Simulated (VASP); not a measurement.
# KBr in VASP: notebook

The runs below take KBr through relaxation of cell and atoms, single point, with PBE+D4, PBE.

Everything below comes from runs of VASP 6.6.1. Logs are shortened: lines on timing, memory, paths and dates and some standing lists are left out, and cuts for length are marked.

### 1 The cell of the first run

Symmetry: Fm-3m, No. 225, cubic system. Conventional cell: a = 6.600 Å, b = 6.600 Å, c = 6.600 Å, α = 90.00°, β = 90.00°, γ = 90.00°. Within 4.3 Å of Br (site symmetry m-3m) lie 6 K at 3.30 Å. K (site symmetry m-3m) has 6 Br at 3.30 Å within 4.3 Å.

### 2 Relaxation of cell and atoms, PBE+D4

INCAR reads:

```
PREC = Accurate ; ENCUT = 600
EDIFF = 1E-6 ; ISMEAR = -1
SIGMA = 0.05 ; LREAL = False
LASPH = True ; NELM = 100
ALGO = Normal ; ISIF = 3
LWAVE = False ; LCHARG = False
GGA = PE ; IVDW = 13
IBRION = 2 ; NSW = 80
EDIFFG = -0.005
```

KPOINTS reads:

```
regular mesh
0
Gamma
  7 7 7
```

POSCAR reads:

```
KBr
1.0
    0.0000000000      3.3000000000      3.3000000000
    3.3000000000      0.0000000000      3.3000000000
    3.3000000000      3.3000000000      0.0000000000
Br K
1 1
Direct
    0.5000000000      0.5000000000      0.5000000000
    0.0000000000      0.0000000000      0.0000000000
```

Potentials or basis: VASP PAW PBE potentials, release 64 (Br, K_sv).

On the command line:

```sh
$ cat potpaw_PBE.64/Br/POTCAR potpaw_PBE.64/K_sv/POTCAR > POTCAR
$ mpirun -np 1 vasp_std > vasp.out
```

OUTCAR:

```text
PREC = Accurate
   ENCUT = 600
   EDIFF = 1E-6
   ISMEAR = -1
   LREAL = False
   LASPH = True
   NELM = 100
   ISIF = 3
   GGA = PE
   IVDW = 13
   IBRION = 2
   NSW = 80
   EDIFFG = -0.005

 ion  position               nearest neighbor table
   1  0.500  0.500  0.500-   2 3.30   2 3.30   2 3.30   2 3.30   2 3.30   2 3.30
   2  0.000  0.000  0.000-   1 3.30   1 3.30   1 3.30   1 3.30   1 3.30   1 3.30

  LATTYP: Found a face centered cubic cell.
 ALAT       =     6.6000000000

  Lattice vectors:

 A1 = (   0.0000000000,   3.3000000000,   3.3000000000)
 A2 = (   3.3000000000,   0.0000000000,   3.3000000000)
 A3 = (   3.3000000000,   3.3000000000,   0.0000000000)

Analysis of symmetry for initial positions (statically):
=====================================================================
 Subroutine PRICEL returns:
 Original cell was already a primitive cell.

 Routine SETGRP: Setting up the symmetry group for a
 face centered cubic supercell.

 Subroutine GETGRP returns: Found 48 space group operations
 (whereof 48 operations were pure point group operations)
 out of a pool of 48 trial point group operations.

The static configuration has the point symmetry O_h .

Analysis of symmetry for dynamics (positions and initial velocities):
=====================================================================
 Subroutine PRICEL returns:
 Original cell was already a primitive cell.

 Routine SETGRP: Setting up the symmetry group for a
 face centered cubic supercell.

 Subroutine GETGRP returns: Found 48 space group operations
 (whereof 48 operations were pure point group operations)
 out of a pool of 48 trial point group operations.

The dynamic configuration has the point symmetry O_h .

 Subroutine INISYM returns: Found 48 space group operations
 (whereof 48 operations are pure point group operations),
 and found     1 'primitive' translations

----------------------------------------------------------------------------------------

                                     Primitive cell

  volume of cell :      71.8740

  direct lattice vectors                    reciprocal lattice vectors
     0.000000000  3.300000000  3.300000000    -0.151515152  0.151515152  0.151515152
     3.300000000  0.000000000  3.300000000     0.151515152 -0.151515152  0.151515152
     3.300000000  3.300000000  0.000000000     0.151515152  0.151515152 -0.151515152

  length of vectors
     4.666904756  4.666904756  4.666904756     0.262431941  0.262431941  0.262431941

  position of ions in fractional coordinates (direct lattice)
     0.500000000  0.500000000  0.500000000
     0.000000000  0.000000000  0.000000000

  ion indices of the primitive-cell ions
   primitive index   ion index
                 1           1
                 2           2

----------------------------------------------------------------------------------------

 KPOINTS: regular mesh

Automatic generation of k-mesh.
 Grid dimensions read from file:
 generate k-points for:    7    7    7

 Generating k-lattice:

  Cartesian coordinates                     Fractional coordinates (reciprocal lattice)
    -0.021645022  0.021645022  0.021645022     0.142857143  0.000000000  0.000000000
     0.021645022 -0.021645022  0.021645022     0.000000000  0.142857143  0.000000000
     0.021645022  0.021645022 -0.021645022     0.000000000  0.000000000  0.142857143

  Length of vectors
     0.037490277  0.037490277  0.037490277

  Shift w.r.t. Gamma in fractional coordinates (k-lattice)
     0.000000000  0.000000000  0.000000000

 Subroutine IBZKPT returns following result:
 ===========================================

 Found     20 irreducible k-points:

 Following reciprocal coordinates:
            Coordinates               Weight
  0.000000  0.000000  0.000000      1.000000
  0.142857  0.000000  0.000000      8.000000
  0.285714  0.000000  0.000000      8.000000
  0.428571  0.000000  0.000000      8.000000
  0.142857  0.142857  0.000000      6.000000
  0.285714  0.142857  0.000000     24.000000
[... 12 lines left out ...]
 -0.428571  0.428571  0.142857     24.000000
 -0.285714  0.428571  0.142857     24.000000
   k-points           NKPTS =     20   k-points in BZ     NKDIM =     20   number of bands    NBANDS=     12
   number of dos      NEDOS =    301   number of ions     NIONS =      2
   total plane-waves  NPLWV =  64000
   dimension x,y,z NGX =    40 NGY =   40 NGZ =   40
   dimension x,y,z NGXF=    80 NGYF=   80 NGZF=   80
   ions per type =               1   1
   NGX,Y,Z   is equivalent  to a cutoff of  14.25, 14.25, 14.25 a.u.
   NGXF,Y,Z  is equivalent  to a cutoff of  28.50, 28.50, 28.50 a.u.
 SYSTEM =  unknown system
   PREC   = accura    normal or accurate (medium, high low for compatibility)
   ISTART =      0    job   : 0-new  1-cont  2-samecut
   ICHARG =      2    charge: 1-file 2-atom 10-const
   ISPIN  =      1    spin polarized calculation?
   LNONCOLLINEAR =      F non collinear calculations
   LSORBIT =      F    spin-orbit coupling
   LASPH  =      T    aspherical Exc in radial PAW
   ENCUT  =  600.0 eV  44.10 Ry    6.64 a.u.   9.32  9.32  9.32*2*pi/ulx,y,z
   NELM   =    100;   NELMIN=  2; NELMDL= -5     # of ELM steps
   EDIFF  = 0.1E-05   stopping-criterion for ELM
   LREAL  =      F    real-space projection
   EDIFFG = -.5E-02   stopping-criterion for IOM
   NSW    =     80    number of steps for IOM
   IBRION =      2    ionic relax: 0-MD 1-quasi-New 2-CG
   NFREE  =      1    steps in history (QN), initial steepest desc. (CG)
   ISIF   =      3    stress and relaxation
   ISYM   =      2    0-nonsym 1-usesym 2-fastsym
   POTIM  = 0.5000    time-step for ionic-motion
   TEBEG  =    0.0;   TEEND  =   0.0 temperature during run
   PSTRESS=    0.0 pullay stress
   NELECT =      16.0000    total number of electrons
   NUPDOWN=      -1.0000    fix difference up-down
   EMIN   =  10.00;   EMAX   =-10.00  energy-range for DOS
   EFERMI =   0.00;   METHOD = LEGACY
   ISMEAR =    -1;   SIGMA  =   0.05  broadening in eV -4-tet -1-fermi 0-gaus
   EFERMI_NEDOS =   21; number of points for ismear=-14 and -15
   IALGO  =     38    algorithm
   IMIX   =      4    mixing-type and parameters
     AMIX     =   0.40;   BMIX     =  1.00
     AMIX_MAG =   1.60;   BMIX_MAG =  1.00
  volume/ion in A,a.u.               =      35.94       242.51
  Fermi-wavevector in a.u.,A,eV,Ry     =   0.992181  1.874950 13.393889  0.984423
  Thomas-Fermi vector in A             =   2.123975
   LORBIT       =      0    0 simple, 1 ext, 2 COOP (PROOUT), +10 PAW based schemes
   GGA     = PE    functional components
   LHFCALC =     F    Hartree Fock is set to
   AEXX    =    0.0000 exact exchange contribution
   IVDW    =    13    specifies the selected vdW correction
   LEPSILON=     F    determine dielectric tensor
   LRPA    =     F    only Hartree local field effects (RPA)
 conjugate gradient relaxation of ions
 non-spin polarized calculation
  energy-cutoff  :      600.00
  volume of cell :       71.87
 maximum number of plane-waves:      2421
 NGX is ok and might be reduce to    40
   NGX = 19   NGY = 19   NGZ = 19

--------------------------------------- Ionic step        1  -------------------------------------------

 number of electron      16.0000000 magnetization

 Free energy of the ion-electron system (eV)
  ---------------------------------------------------
  ext. energy  EPLUGINS =         0.00000000
  ---------------------------------------------------
  free energy    TOTEN  =        -6.21517100 eV

  energy without entropy =       -6.21517100  energy(sigma->0) =       -6.21517100

------------------------ aborting loop because EDIFF is reached ----------------------------------------

  DFT-D4 for vdW energy calculation

  Edisp (eV):   -0.24361

  FORCE on cell =-STRESS in cart. coord.  units (eV):
  Direction    XX          YY          ZZ          XY          YZ          ZX
  --------------------------------------------------------------------------------------
  -------------------------------------------------------------------------------------
  Total       0.06225     0.06225     0.06225     0.00000     0.00000    -0.00000
  in kB       1.38768     1.38768     1.38768     0.00000     0.00000    -0.00000
  external pressure =        1.39 kB  Pullay stress =        0.00 kB

 VOLUME and BASIS-vectors are now :
 -----------------------------------------------------------------------------
  energy-cutoff  :      600.00
  volume of cell :       71.87
      direct lattice vectors                 reciprocal lattice vectors
     0.000000000  3.300000000  3.300000000    -0.151515152  0.151515152  0.151515152
     3.300000000  0.000000000  3.300000000     0.151515152 -0.151515152  0.151515152
     3.300000000  3.300000000  0.000000000     0.151515152  0.151515152 -0.151515152

 POSITION                                       TOTAL-FORCE (eV/Angst)
 -----------------------------------------------------------------------------------
      3.30000      3.30000      3.30000        -0.000000      0.000000      0.000000
      0.00000      0.00000      0.00000         0.000000     -0.000000     -0.000000
 -----------------------------------------------------------------------------------
    total drift:                                0.000000     -0.000000     -0.000000
[... 25 lines left out ...]
 VOLUME and BASIS-vectors are now :
 -----------------------------------------------------------------------------
  energy-cutoff  :      600.00
  volume of cell :       72.20
      direct lattice vectors                 reciprocal lattice vectors
     0.000000000  3.304955263  3.304955263    -0.151287978  0.151287978  0.151287978
     3.304955263  0.000000000  3.304955263     0.151287978 -0.151287978  0.151287978
     3.304955263  3.304955263 -0.000000000     0.151287978  0.151287978 -0.151287978

 POSITION                                       TOTAL-FORCE (eV/Angst)
 -----------------------------------------------------------------------------------
      3.30496      3.30496      3.30496        -0.000000      0.000000     -0.000000
      0.00000      3.30496      3.30496         0.000000     -0.000000      0.000000
 -----------------------------------------------------------------------------------
    total drift:                               -0.000000     -0.000000     -0.000000

  FREE ENERGIE OF THE ION-ELECTRON SYSTEM (eV)
  ---------------------------------------------------
  free  energy   TOTEN  =        -6.4589827432 eV

  energy  without entropy=       -6.4589827431  energy(sigma->0) =       -6.45898274

--------------------------------------- Ionic step        3  -------------------------------------------

 number of electron      16.0000000 magnetization

 Free energy of the ion-electron system (eV)
  ---------------------------------------------------
  ext. energy  EPLUGINS =         0.00000000
  ---------------------------------------------------
  free energy    TOTEN  =        -6.21767100 eV

  energy without entropy =       -6.21767100  energy(sigma->0) =       -6.21767100

 E-fermi :  -0.6126     XC(G=0):  -7.3390

 val. band max:       -1.7719411119   @ k =   0.0000   0.0000   0.0000
 cond. band min:       2.6405400151   @ k =   0.0000   0.0000   0.0000
 fundamental gap:      4.4124811270
 Fermi energy:        -0.6125657029

 k-point     1 :       0.0000    0.0000    0.0000
  band No.  band energies     occupation
      1     -29.5697      2.00000
      2     -14.0547      2.00000
      3     -13.0468      2.00000
      4     -13.0468      2.00000
      5     -13.0468      2.00000
      6      -1.7719      2.00000
      7      -1.7719      2.00000
      8      -1.7719      2.00000
      9       2.6405      0.00000
     10       5.8301      0.00000
     11       5.8301      0.00000
     12       5.8301      0.00000

 k-point     2 :       0.1429    0.0000    0.0000
  band No.  band energies     occupation
      1     -29.5687      2.00000
      2     -14.0935      2.00000
      3     -13.0478      2.00000
      4     -13.0478      2.00000
      5     -12.9952      2.00000
      6      -2.0501      2.00000
      7      -1.8376      2.00000
      8      -1.8376      2.00000
      9       3.1364      0.00000
     10       5.7090      0.00000
     11       6.0688      0.00000
     12       6.0688      0.00000
[... 285 lines left out ...]
 VOLUME and BASIS-vectors are now :
 -----------------------------------------------------------------------------
  energy-cutoff  :      600.00
  volume of cell :       72.45
      direct lattice vectors                 reciprocal lattice vectors
     0.000000000  3.308763410  3.308763410    -0.151113857  0.151113857  0.151113857
     3.308763410  0.000000000  3.308763410     0.151113857 -0.151113857  0.151113857
     3.308763410  3.308763410 -0.000000000     0.151113857  0.151113857 -0.151113857

 POSITION                                       TOTAL-FORCE (eV/Angst)
 -----------------------------------------------------------------------------------
      3.30876      3.30876      3.30876        -0.000000      0.000000      0.000000
      0.00000      0.00000      0.00000         0.000000     -0.000000     -0.000000
 -----------------------------------------------------------------------------------
    total drift:                                0.000000     -0.000000     -0.000000

  FREE ENERGIE OF THE ION-ELECTRON SYSTEM (eV)
  ---------------------------------------------------
  free  energy   TOTEN  =        -6.4590466314 eV

  energy  without entropy=       -6.4590466314  energy(sigma->0) =       -6.45904663

 reached required accuracy - stopping structural energy minimisation
```

Run time: 69 s. Hardware: 1 thread of Intel Xeon 8259CL, shared host; peak memory 0.26 GiB.

What came out:

| Quantity | Value |
| --- | --- |
| Free energy | -6.4590 eV |
| Relaxed volume | 36.22 Å³/atom |
| Relaxed cell | a = 4.679 Å, b = 4.679 Å, c = 4.679 Å, α = 60.00°, β = 60.00°, γ = 60.00° |
| Space group after relaxing (to 0.1 Å) | Fm-3m (No. 225) |
| Energy gained by relaxing | 0.1 meV/atom |
| Ionic steps | 3 |
| Pressure after relaxing | 0.0 GPa |
| Band gap on the k mesh | 4.41 eV |
| Dispersion energy per atom | -0.121 eV |

The path:
| step | energy change (eV) | largest force (eV/Å) | pressure (GPa) | volume (Å³) |
| --- | --- | --- | --- | --- |
| 1 | 0.0000 | 0.0000 | 0.14 | 71.87 |
| 2 | -0.0002 | 0.0000 | 0.06 | 72.20 |
| 3 | -0.0003 | 0.0000 | 0.01 | 72.45 |

Final structure:
```yaml
crystal:
  lattice:
    - [0.00000, 3.30876, 3.30876]
    - [3.30876, 0.00000, 3.30876]
    - [3.30876, 3.30876, 0.00000]
  atoms:
    - { symbol: Br, position: [0.50000, 0.50000, 0.50000] }
    - { symbol: K, position: [0.00000, 0.00000, 0.00000] }
```

Levels at points of the mesh, in eV from the valence-band top:
```csv
k point,band 6,band 7,band 8,band 9,band 10,band 11
"(0.00, 0.00, 0.00)",0.00,0.00,0.00,4.41,7.60,7.60
```

Caveat: an odd mesh through Γ misses points on the zone boundary, where band edges can lie.

### 3 Single point, PBE

INCAR reads:

```
PREC = Accurate
ENCUT = 520
EDIFF = 1E-6
ISMEAR = 1
SIGMA = 0.1
LREAL = False
LASPH = True
NELM = 60
ALGO = Normal
ISIF = 2
LWAVE = False
LCHARG = True
GGA = PE
LELF = True
LVHAR = True
NBANDS = 15
```

KPOINTS reads:

```
Automatic mesh
0
Gamma
  5 5 5
```

POSCAR reads:

```
KBr
1.0
    0.0000000000      3.3000000000      3.3000000000
    3.3000000000      0.0000000000      3.3000000000
    3.3000000000      3.3000000000      0.0000000000
Br K
1 1
Direct
    0.4981360000      0.5049930000      0.5047960000
   -0.0032670000      0.0131940000     -0.0053410000
```

Potentials or basis: VASP PAW PBE potentials, release 64 (Br, K_sv).

On the command line:

```sh
$ cat potpaw_PBE.64/Br/POTCAR potpaw_PBE.64/K_sv/POTCAR > POTCAR
$ mpirun -np 1 vasp_std > vasp.out
```

Wall time 26 s (1 thread of Intel Xeon 6975P-C (Granite Rapids), shared host); peak memory 0.24 GiB.

Results (log left out):

| Property | Result |
| --- | --- |
| Free energy | -6.2135 eV |
| Pressure | 0.8 GPa |
| Largest force | 0.056 eV/Å |
| Band gap on the k mesh | 4.43 eV |

Forces in eV/Å, atoms in the order of the input:
```
Br  -0.008 -0.048  0.028
K    0.008  0.048 -0.028
```

Levels at points of the mesh, in eV from the valence-band top:
```tsv
k point	band 5	band 6	band 7	band 8	band 9	band 10	band 11	band 12
(0.00, 0.00, 0.00)	-11.26	0.00	0.00	0.00	4.43	7.61	7.61	7.61
```

### 4 Single point, PBE

INCAR reads:

```
SYSTEM = KBr
PREC = Accurate ; ENCUT = 520
EDIFF = 1E-6 ; ISMEAR = 1
SIGMA = 0.1 ; LREAL = .FALSE.
LASPH = .TRUE. ; NELM = 100
ALGO = Normal ; ISIF = 2
LWAVE = .FALSE. ; LCHARG = .FALSE.
GGA = PE ; NBANDS = 15
```

KPOINTS reads:

```
regular mesh
0
G
  5 5 5
  0 0 0
```

POSCAR is that of step 3.

On the command line:

```sh
$ cat potpaw_PBE.64/Br/POTCAR potpaw_PBE.64/K_sv/POTCAR > POTCAR
$ mpirun -np 1 vasp_std > vasp.out
```

Run time: 24 s. Hardware: 1 thread of Intel Xeon 6975P-C (Granite Rapids), shared host; peak memory 0.24 GiB.

It converged, with:

| Quantity | Value |
| --- | --- |
| Free energy | -6.2135 eV |
| Pressure | 0.8 GPa |
| Largest force | 0.056 eV/Å |
| Band gap on the k mesh | 4.43 eV |

Forces on the atoms (eV/Å):
```
Br  -0.008 -0.048  0.028
K    0.008  0.048 -0.028
```

Levels at points of the mesh, in eV from the valence-band top:
```csv
k point,band 5,band 6,band 7,band 8,band 9,band 10,band 11,band 12
"(0.00, 0.00, 0.00)",-11.26,0.00,0.00,0.00,4.43,7.61,7.61,7.61
```

### 5 Single point, PBE

INCAR reads:

```
  PREC = Accurate
  ENCUT = 520
  EDIFF = 1E-6
  ISMEAR = 0
  SIGMA = 0.05
  LREAL = False
  LASPH = True
  NELM = 60
  ALGO = Normal
  ISIF = 2
  LWAVE = False
  LCHARG = False
  GGA = PE
  NBANDS = 15
```

KPOINTS reads:

```
regular mesh
0
Gamma
  6 6 6
```

POSCAR is that of step 4.

On the command line:

```sh
$ cat potpaw_PBE.64/Br/POTCAR potpaw_PBE.64/K_sv/POTCAR > POTCAR
$ mpirun -np 1 vasp_std > vasp.out
```

It took 38 s on 1 thread of Intel Xeon 6975P-C (Granite Rapids), shared host; peak memory 0.29 GiB.

Results (log left out):

| Quantity | Value |
| --- | --- |
| Free energy | -6.2138 eV |
| Pressure | 0.8 GPa |
| Largest force | 0.056 eV/Å |
| Band gap on the k mesh | 4.43 eV |

Forces in eV/Å, atoms in the order of the input:
```
Br  -0.008 -0.047  0.028
K    0.008  0.047 -0.028
```

Levels at points of the mesh, in eV from the valence-band top:
```
           k point  band 5  band 6  band 7  band 8  band 9  band 10  band 11  band 12
(0.00, 0.00, 0.00)  -11.26    0.00    0.00    0.00    4.43     7.60     7.61     7.61
(0.50, 0.00, 0.00)  -11.01   -1.18   -0.33   -0.33    6.59     8.23     9.75     9.75
(0.00, 0.50, 0.00)  -11.01   -1.18   -0.33   -0.33    6.59     8.23     9.75     9.76
(0.00, 0.00, 0.50)  -11.01   -1.18   -0.33   -0.33    6.59     8.24     9.75     9.76
(0.50, 0.50, 0.50)  -11.01   -1.18   -0.33   -0.33    6.59     8.23     9.75     9.75
(0.50, 0.50, 0.00)  -11.29   -0.81   -0.29   -0.28    5.87     7.20     9.37     9.48
(0.00, 0.50, 0.50)  -11.29   -0.81   -0.29   -0.29    5.87     7.20     9.37     9.51
(0.50, 0.00, 0.50)  -11.29   -0.81   -0.29   -0.29    5.87     7.20     9.37     9.44
```

### 6 The runs side by side

```tsv
task	level	cell	k mesh	cutoff (eV)	smearing	gap on the mesh (eV)	pressure (GPa)	largest force (eV/Å)
relaxation of cell and atoms	PBE+D4	relaxed, atomic positions A	7 × 7 × 7	600	fermi-dirac 0.05 eV	4.41	0.0	-
single point	PBE	as given, atomic positions B	5 × 5 × 5	520	methfessel-paxton 0.1 eV	4.43	0.8	0.06
single point	PBE	as given, atomic positions B	6 × 6 × 6	520	gaussian 0.05 eV	4.43	0.8	0.06
```

Alike in all rows: potentials or basis VASP PAW PBE potentials, release 64 (Br, K_sv); no spin polarisation.

Caveats: an odd mesh through Γ misses points on the zone boundary, where band edges can lie (at least some runs).

Absolute energies hang on the potentials; compare differences alone.
